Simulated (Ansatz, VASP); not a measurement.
# Ba: VASP beside Ansatz

```
Ba
1.0
     1.93811   -3.60408   -0.07820
     1.93811    3.60408   -0.07820
    -0.22800    0.00000    5.51629
Ba
1
Direct
  0.00000 0.00000 0.00000
```

Alike in both runs: task single point; functional PBE; k mesh 12 × 12 × 8; occupations gaussian, width 0.1 eV; no spin polarisation.

|  | VASP | Ansatz |
| --- | --- | --- |
| version | VASP 6.6.1 | Ansatz 0.2.0 |
| potentials or method | VASP PAW PBE potentials, release 64 (Ba_sv), cutoff 520 eV | scalar-relativistic, plane waves, PAW |
| valence electrons in the cell | 10 | 10 |

|  | VASP | Ansatz | Ansatz less VASP |
| --- | --- | --- | --- |
| gap on the k mesh at the Fermi level (eV) | none | none | - |
| pressure (GPa) | 0.7 | 0.6 | -0.05 |
| traceless stress, the component that is largest in VASP (GPa) | -3.18 | -3.12 | +0.064 |

A gap of «none» marks a metal or a gap that the smearing closes. The functional is the same, so the differences come from potentials, cutoffs and numerics.

Neither program's run includes spin-orbit coupling.
